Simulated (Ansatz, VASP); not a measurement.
## BaS in VASP and in Ansatz

```xyz
2
Lattice="0.0000 3.1938 3.2896 3.1938 0.0000 3.2896 3.1938 3.1938 0.0000" Properties=species:S:1:pos:R:3 pbc="T T T"
Ba    0.0000    0.0000    0.0000
S     3.1938    3.1938    3.2896
```

Change from the starting cell: zz strain of +3 %.

Alike in both runs: task single point; functional PBE; k mesh 8 × 8 × 8; occupations fermi-dirac, width 0.02 eV; no spin polarisation.

```csv
,VASP,Ansatz
version,VASP 6.6.1,Ansatz 0.2.0
potentials or method,"VASP PAW PBE potentials, release 64 (Ba_sv, S), cutoff 520 eV","all-electron LAPW, scalar-relativistic"
```

```csv
,VASP,Ansatz,Ansatz less VASP
gap on the k mesh at the Fermi level (eV),2.12,2.22,+0.096
pressure (GPa),0.2,-0.3,-0.53
"traceless stress, the component that is largest in VASP (GPa)",-1.40,-1.27,+0.134
```

Ansatz ran all-electron here, and VASP with PAW potentials.

Spin-orbit coupling is off throughout.
